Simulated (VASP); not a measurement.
# O (Fmmm) in VASP: notebook

The runs below take O through single point, with LDA.

All numbers are computed with VASP 6.6.1; they aren't measurements. Logs are shortened: lines on timing, memory, paths and dates and some standing lists are left out, and cuts for length are marked.

**1. The cell of the first run**

Symmetry: Fmmm, No. 69, orthorhombic system. Conventional cell: a = 2.963 Å, b = 3.729 Å, c = 7.692 Å, α = 90.00°, β = 90.00°, γ = 90.00°. O (site symmetry mm2) has 1 O at 1.21 Å within 1.6 Å.

**2. Single point, LDA (10.62 Å³/atom)**

Input file INCAR:

```
PREC = Accurate ; ENCUT = 520
EDIFF = 1E-6 ; ISMEAR = -1
SIGMA = 0.08 ; LREAL = False
LASPH = True ; NELM = 100
ALGO = Normal ; ISIF = 2
LWAVE = False ; LCHARG = True
GGA = CA ; LELF = True
LVHAR = True ; NBANDS = 13
```

Input file KPOINTS:

```
regular mesh
0
Gamma
  14 14 14
```

Input file POSCAR:

```
O
1.0
    0.0000000000      1.8643428824      3.8461435541
    1.4814762822      0.0000000000      3.8461435541
    1.4814762822      1.8643428824      0.0000000000
O
2
Direct
    0.4210980000      0.4210980000      0.5789020000
    0.5789020000      0.5789020000      0.4210980000
```

Potentials or basis: VASP PAW LDA potentials, release 64 (O).

On the command line:

```bash
$ cat potpaw_LDA.64/O/POTCAR > POTCAR
$ mpirun -np 1 vasp_std > vasp.out
```

OUTCAR:

```text
PREC = Accurate
   ENCUT = 520
   EDIFF = 1E-6
   ISMEAR = -1
   LREAL = False
   LASPH = True
   NELM = 100
   ISIF = 2
   GGA = CA

 ion  position               nearest neighbor table
   1  0.421  0.421  0.579-   2 1.21
   2  0.579  0.579  0.421-   1 1.21

  LATTYP: Found a face centered orthorhombic cell.
 ALAT       =     2.9629525644
 B/A-ratio  =     1.2584358621
 C/A-ratio  =     2.5961560103

  Lattice vectors:

 A1 = (   0.0000000000,   1.8643428824,   3.8461435541)
 A2 = (   1.4814762822,   0.0000000000,   3.8461435541)
 A3 = (   1.4814762822,   1.8643428824,   0.0000000000)

Analysis of symmetry for initial positions (statically):
=====================================================================
 Subroutine PRICEL returns:
 Original cell was already a primitive cell.

 Routine SETGRP: Setting up the symmetry group for a
 face centered orthorhombic supercell.

 Subroutine GETGRP returns: Found  8 space group operations
 (whereof  8 operations were pure point group operations)
 out of a pool of  8 trial point group operations.

The static configuration has the point symmetry D_2h.

Analysis of symmetry for dynamics (positions and initial velocities):
=====================================================================
 Subroutine PRICEL returns:
 Original cell was already a primitive cell.

 Routine SETGRP: Setting up the symmetry group for a
 face centered orthorhombic supercell.

 Subroutine GETGRP returns: Found  8 space group operations
 (whereof  8 operations were pure point group operations)
 out of a pool of  8 trial point group operations.

The dynamic configuration has the point symmetry D_2h.

 Subroutine INISYM returns: Found  8 space group operations
 (whereof  8 operations are pure point group operations),
 and found     1 'primitive' translations

----------------------------------------------------------------------------------------

                                     Primitive cell

  volume of cell :      21.2459

  direct lattice vectors                    reciprocal lattice vectors
     0.000000000  1.864342882  3.846143554    -0.337501184  0.268191010  0.130000348
     1.481476282  0.000000000  3.846143554     0.337501184 -0.268191010  0.130000348
     1.481476282  1.864342882  0.000000000     0.337501184  0.268191010 -0.130000348

  length of vectors
     4.274177654  4.121600686  2.381290902     0.450259434  0.450259434  0.450259434

  position of ions in fractional coordinates (direct lattice)
     0.421098000  0.421098000  0.578902000
     0.578902000  0.578902000  0.421098000

  ion indices of the primitive-cell ions
   primitive index   ion index
                 1           1
                 2           2

----------------------------------------------------------------------------------------

 KPOINTS: regular mesh

Automatic generation of k-mesh.
 Grid dimensions read from file:
 generate k-points for:   14   14   14

 Generating k-lattice:

  Cartesian coordinates                     Fractional coordinates (reciprocal lattice)
    -0.024107227  0.019156501  0.009285739     0.071428571 -0.000000000 -0.000000000
     0.024107227 -0.019156501  0.009285739     0.000000000  0.071428571  0.000000000
     0.024107227  0.019156501 -0.009285739     0.000000000  0.000000000  0.071428571

  Length of vectors
     0.032161388  0.032161388  0.032161388

  Shift w.r.t. Gamma in fractional coordinates (k-lattice)
     0.000000000  0.000000000  0.000000000

 Subroutine IBZKPT returns following result:
 ===========================================

 Found    428 irreducible k-points:

 Following reciprocal coordinates:
            Coordinates               Weight
  0.000000  0.000000  0.000000      1.000000
  0.071429  0.000000  0.000000      8.000000
  0.142857  0.000000 -0.000000      8.000000
  0.214286  0.000000 -0.000000      8.000000
  0.285714  0.000000 -0.000000      8.000000
  0.357143  0.000000 -0.000000      8.000000
[... 16 lines left out ...]
  0.214286  0.142857 -0.000000      8.000000
  0.285714  0.142857  0.000000      8.000000
 [... further k-points ...]
   k-points           NKPTS =    428   k-points in BZ     NKDIM =    428   number of bands    NBANDS=     13
   number of dos      NEDOS =    301   number of ions     NIONS =      2
   total plane-waves  NPLWV =  18432
   dimension x,y,z NGX =    32 NGY =   32 NGZ =   18
   dimension x,y,z NGXF=    64 NGYF=   64 NGZF=   36
   ions per type =               2
   NGX,Y,Z   is equivalent  to a cutoff of  12.45, 12.91, 12.57 a.u.
   NGXF,Y,Z  is equivalent  to a cutoff of  24.89, 25.81, 25.13 a.u.
 SYSTEM =  unknown system
   PREC   = accura    normal or accurate (medium, high low for compatibility)
   ISTART =      0    job   : 0-new  1-cont  2-samecut
   ICHARG =      2    charge: 1-file 2-atom 10-const
   ISPIN  =      1    spin polarized calculation?
   LNONCOLLINEAR =      F non collinear calculations
   LSORBIT =      F    spin-orbit coupling
   LASPH  =      T    aspherical Exc in radial PAW
   ENCUT  =  520.0 eV  38.22 Ry    6.18 a.u.   7.95  7.66  4.43*2*pi/ulx,y,z
   NELM   =    100;   NELMIN=  2; NELMDL= -5     # of ELM steps
   EDIFF  = 0.1E-05   stopping-criterion for ELM
   LREAL  =      F    real-space projection
   EDIFFG = 0.1E-04   stopping-criterion for IOM
   NSW    =      0    number of steps for IOM
   IBRION =     -1    ionic relax: 0-MD 1-quasi-New 2-CG
   NFREE  =      0    steps in history (QN), initial steepest desc. (CG)
   ISIF   =      2    stress and relaxation
   ISYM   =      2    0-nonsym 1-usesym 2-fastsym
   POTIM  = 0.5000    time-step for ionic-motion
   TEBEG  =    0.0;   TEEND  =   0.0 temperature during run
   PSTRESS=    0.0 pullay stress
   NELECT =      12.0000    total number of electrons
   NUPDOWN=      -1.0000    fix difference up-down
   EMIN   =  10.00;   EMAX   =-10.00  energy-range for DOS
   EFERMI =   0.00;   METHOD = LEGACY
   ISMEAR =    -1;   SIGMA  =   0.08  broadening in eV -4-tet -1-fermi 0-gaus
   EFERMI_NEDOS =   21; number of points for ismear=-14 and -15
   IALGO  =     38    algorithm
   IMIX   =      4    mixing-type and parameters
     AMIX     =   0.40;   BMIX     =  1.00
     AMIX_MAG =   1.60;   BMIX_MAG =  1.00
  volume/ion in A,a.u.               =      10.62        71.69
  Fermi-wavevector in a.u.,A,eV,Ry     =   1.353245  2.557263 24.915986  1.831273
  Thomas-Fermi vector in A             =   2.480517
   LORBIT       =      0    0 simple, 1 ext, 2 COOP (PROOUT), +10 PAW based schemes
   GGA     = CA    functional components
   LHFCALC =     F    Hartree Fock is set to
   AEXX    =    0.0000 exact exchange contribution
   IVDW    =     0    specifies the selected vdW correction
   LEPSILON=     F    determine dielectric tensor
   LRPA    =     F    only Hartree local field effects (RPA)
 non-spin polarized calculation
  energy-cutoff  :      520.00
  volume of cell :       21.25
 maximum number of plane-waves:       585
   NGX = 15   NGY = 15   NGZ =  9

 number of electron      11.9999997 magnetization

 Free energy of the ion-electron system (eV)
  ---------------------------------------------------
  ext. energy  EPLUGINS =         0.00000000
  ---------------------------------------------------
  free energy    TOTEN  =       -11.00704826 eV

  energy without entropy =      -10.98730500  energy(sigma->0) =      -10.99717663

 E-fermi :   0.5816     XC(G=0): -10.4507

 val. band max:        0.5753263813   @ k =   0.2143   0.0000  -0.0000
 cond. band min:       0.5846668505   @ k =  -0.2143   0.2857   0.2857
 fundamental gap:      0.0093404692
 Fermi energy:         0.5816112099

 k-point     1 :       0.0000    0.0000    0.0000
  band No.  band energies     occupation
      1     -26.8672      2.00000
      2     -13.8451      2.00000
      3      -8.2909      2.00000
      4      -4.6687      2.00000
      5      -4.1741      2.00000
      6       1.8039      0.00000
      7       2.2299      0.00000
      8      10.6047      0.00000
      9      11.0078      0.00000
     10      12.6533      0.00000
     11      19.1364      0.00000
     12      21.3602      0.00000
     13      27.0562      0.00000

 k-point     2 :       0.0714    0.0000    0.0000
  band No.  band energies     occupation
      1     -26.8275      2.00000
      2     -13.8066      2.00000
      3      -8.2465      2.00000
      4      -4.7944      2.00000
      5      -4.2597      2.00000
      6       1.6941      0.00000
      7       2.1608      0.00000
      8      10.5350      0.00000
      9      11.1798      0.00000
     10      12.8451      0.00000
     11      19.2963      0.00000
     12      21.3759      0.00000
     13      26.4629      0.00000

 k-point     3 :       0.1429    0.0000   -0.0000
  band No.  band energies     occupation
      1     -26.7144      2.00000
      2     -13.6947      2.00000
      3      -8.1340      2.00000
      4      -5.2649      2.00000
      5      -4.3382      2.00000
      6       1.2631      0.00040
      7       2.1013      0.00000
      8      10.3407      0.00000
      9      11.6798      0.00000
     10      13.3627      0.00000
     11      19.6911      0.00000
     12      21.2949      0.00000
     13      25.1973      0.00000
[... 305 lines left out ...]
 k-point    23 :       0.2143    0.1429   -0.0000
  band No.  band energies     occupation
      1     -26.8170      2.00000
      2     -14.0054      2.00000
      3      -7.8746      2.00000
      4      -4.8102      2.00000
      5      -4.2674      2.00000
      6       1.7310      0.00000
      7       2.1804      0.00000
      8       9.0263      0.00000
      9      11.5598      0.00000
     10      13.3888      0.00000
     11      20.5099      0.00000
     12      21.1362      0.00000
     13      27.1606      0.00000

 k-point    24 :       0.2857    0.1429    0.0000
  band No.  band energies     occupation
      1     -26.7020      2.00000
      2     -13.9237      2.00000
      3      -7.7035      2.00000
      4      -5.2846      2.00000
      5      -4.3486      2.00000
      6       1.3051      0.00024
      7       2.1286      0.00000
      8       8.8237      0.00000
      9      12.1808      0.00000
     10      13.7648      0.00000
     11      20.7065      0.00000
     12      21.3106      0.00000
     13      26.0012      0.00000

 [... further k-points ...]
[... 5 lines left out ...]
  --------------------------------------------------------------------------------------
  -------------------------------------------------------------------------------------
  Total       -0.6029829     -0.9812024      0.2235810      0.0000000      0.0000000      0.0000000
  in kB      -45.4715317    -73.9934408     16.8604649      0.0000000      0.0000000      0.0000000
  external PRESSURE =     -34.2015025 kB  Pullay stress =       0.0000000 kB

 VOLUME and BASIS-vectors are now :
 -----------------------------------------------------------------------------
  energy-cutoff  :      520.00
  volume of cell :       21.25
      direct lattice vectors                 reciprocal lattice vectors
     0.000000000  1.864342882  3.846143554    -0.337501184  0.268191010  0.130000348
     1.481476282  0.000000000  3.846143554     0.337501184 -0.268191010  0.130000348
     1.481476282  1.864342882  0.000000000     0.337501184  0.268191010 -0.130000348

 POSITION                                       TOTAL-FORCE (eV/Angst)
 -----------------------------------------------------------------------------------
      1.48148      1.86434      3.23921         0.000000      0.000000     -0.341017
      1.48148      1.86434      4.45308         0.000000      0.000000      0.341017
 -----------------------------------------------------------------------------------
    total drift:                                0.000000      0.000000      0.000000

  FREE ENERGIE OF THE ION-ELECTRON SYSTEM (eV)
  ---------------------------------------------------
  free  energy   TOTEN  =       -11.0070482619 eV

  energy  without entropy=      -10.9873049994  energy(sigma->0) =      -10.99717663
```

Run time: 2.9 min. Hardware: 1 thread of Oxide Virtual Turin-like, shared host; peak memory 0.16 GiB.

What came out:

```yaml
Free_energy: -11.0070 eV
Pressure: -3.4 GPa
Largest_force: 0.341 eV/Å
Band_gap_on_the_k_mesh: zero (bands 6 and 7 overlap by 2.19 eV)
```

Forces in eV/Å, atoms in the order of the input:
```
O    0.000  0.000 -0.341
O    0.000  0.000  0.341
```

Stress tensor (GPa, compression positive):
```
-4.55  0.00  0.00
 0.00 -7.40  0.00
 0.00  0.00  1.69
```

Caveat: the standard files for N, O and F lose accuracy on very short bonds; spin is off for a triplet molecule; the stress differs along the axes, from -7 to 2 GPa.

**3. Single point, LDA (10.84 Å³/atom)**

This run uses another cell than the first one, of 10.84 Å³/atom.

Input file INCAR:

```
PREC = Accurate ; ENCUT = 520
EDIFF = 1E-6 ; ISMEAR = -1
SIGMA = 0.08 ; LREAL = False
LASPH = True ; NELM = 60
ALGO = Normal ; ISIF = 2
LWAVE = False ; LCHARG = False
NBANDS = 13
```

Input file KPOINTS:

```
Automatic mesh
0
Gamma
  14 14 14
```

Input file POSCAR:

```
O
1.0
    0.0000000000      1.8772008259      3.8726695203
    1.4916936829      0.0000000000      3.8726695203
    1.4916936829      1.8772008259      0.0000000000
O
2
Direct
    0.4210980000      0.4210980000      0.5789020000
    0.5789020000      0.5789020000      0.4210980000
```

Potentials or basis: VASP PAW LDA potentials, release 64 (O).

On the command line:

```bash
$ cat potpaw_LDA.64/O/POTCAR > POTCAR
$ mpirun -np 1 vasp_std > vasp.out
```

Wall time 1.9 min (1 thread of Oxide Virtual Turin-like, shared host); peak memory 0.16 GiB.

The run converged. Its results:

```
Free energy            : -10.9955 eV
Pressure               : -5.9 GPa
Largest force          : 0.293 eV/Å
Band gap on the k mesh : zero (bands 6 and 7 overlap by 2.12 eV)
```

Forces in eV/Å, atoms in the order of the input:
```
O    0.000  0.000  0.293
O    0.000  0.000 -0.293
```

Stress tensor (GPa, compression positive):
```
-5.23  0.00  0.00
 0.00 -8.24  0.00
 0.00  0.00 -4.18
```

Levels at points of the mesh, in eV from the Fermi level:
```csv
k point,band 4,band 5,band 6,band 7,band 8,band 9
"(0.00, 0.00, 0.00)",-5.15,-4.67,1.18,1.60,9.89,10.18
"(0.50, 0.00, 0.00)",-7.05,-4.79,-1.99,1.55,9.15,14.66
"(0.50, 0.50, 0.00)",-5.20,-4.69,1.32,1.66,6.13,10.43
"(0.50, 0.00, 0.50)",-7.28,-6.57,-1.41,-0.58,10.47,11.33
"(0.00, 0.50, 0.50)",-7.38,-6.17,-1.89,-0.29,9.67,11.25
```

Caveat: the standard files for N, O and F lose accuracy on very short bonds; spin is off for a triplet molecule; the cell stands under tension.

**4. Single point, LDA (11.29 Å³/atom)**

This run uses another cell than the first one, of 11.29 Å³/atom.

Input file INCAR:

```
SYSTEM = O
PREC     = Accurate       ! precision mode
ENCUT    = 520            ! plane-wave cutoff, eV
EDIFF    = 1E-7           ! SCF threshold, eV
ISMEAR   = -1             ! smearing method
SIGMA    = 0.08           ! smearing width, eV
LREAL    = .FALSE.        ! projectors in reciprocal space
LASPH    = .TRUE.         ! aspherical terms in the spheres
NELM     = 80             ! most SCF steps
ALGO     = Normal         ! electronic algorithm
ISIF     = 2              ! what is computed and relaxed
LWAVE    = .FALSE.        ! write WAVECAR
LCHARG   = .FALSE.        ! write CHGCAR
NBANDS   = 13             ! bands
```

Input file KPOINTS:

```
regular mesh
0
G
  14 14 14
  0 0 0
```

Input file POSCAR:

```
O
1.0
    0.0000000000      1.9024011595      3.9246578651
    1.5117188064      0.0000000000      3.9246578651
    1.5117188064      1.9024011595      0.0000000000
O
2
Direct
    0.4210980000      0.4210980000      0.5789020000
    0.5789020000      0.5789020000      0.4210980000
```

On the command line:

```bash
$ cat potpaw_LDA.64/O/POTCAR > POTCAR
$ mpirun -np 1 vasp_std > vasp.out
```

Run time: 2.6 min. Hardware: 1 thread of Oxide Virtual Turin-like, shared host; peak memory 0.17 GiB.

Results (log left out):

- Free energy: -10.9535 eV
- Pressure: -10.0 GPa
- Largest force: 1.427 eV/Å
- Band gap on the k mesh: zero (bands 6 and 7 overlap by 1.99 eV)

Forces in eV/Å, atoms in the order of the input:
```
O    0.000  0.000  1.427
O    0.000  0.000 -1.427
```

Stress tensor (GPa, compression positive):
```
 -6.31   0.00   0.00
  0.00  -9.57   0.00
  0.00   0.00 -14.17
```

Levels at points of the mesh, in eV from the Fermi level:
| k point | band 4 | band 5 | band 6 | band 7 | band 8 | band 9 |
| --- | --- | --- | --- | --- | --- | --- |
| (0.00, 0.00, 0.00) | -4.95 | -4.50 | 1.11 | 1.50 | 9.64 | 9.71 |
| (0.50, 0.00, 0.00) | -6.89 | -4.61 | -1.87 | 1.46 | 8.78 | 14.40 |
| (0.50, 0.50, 0.00) | -5.00 | -4.52 | 1.24 | 1.57 | 5.92 | 10.30 |
| (0.50, 0.00, 0.50) | -6.97 | -6.45 | -1.33 | -0.55 | 9.96 | 11.38 |
| (0.00, 0.50, 0.50) | -7.07 | -6.09 | -1.77 | -0.27 | 9.22 | 11.33 |

Caveat: the standard files for N, O and F lose accuracy on very short bonds; spin is off for a triplet molecule; the stress differs along the axes, from -14 to -6 GPa; forces of over 1 eV/Å act on the atoms, so gaps and moduli don't describe the material at rest.

(Part 1 of 2 ends here.)
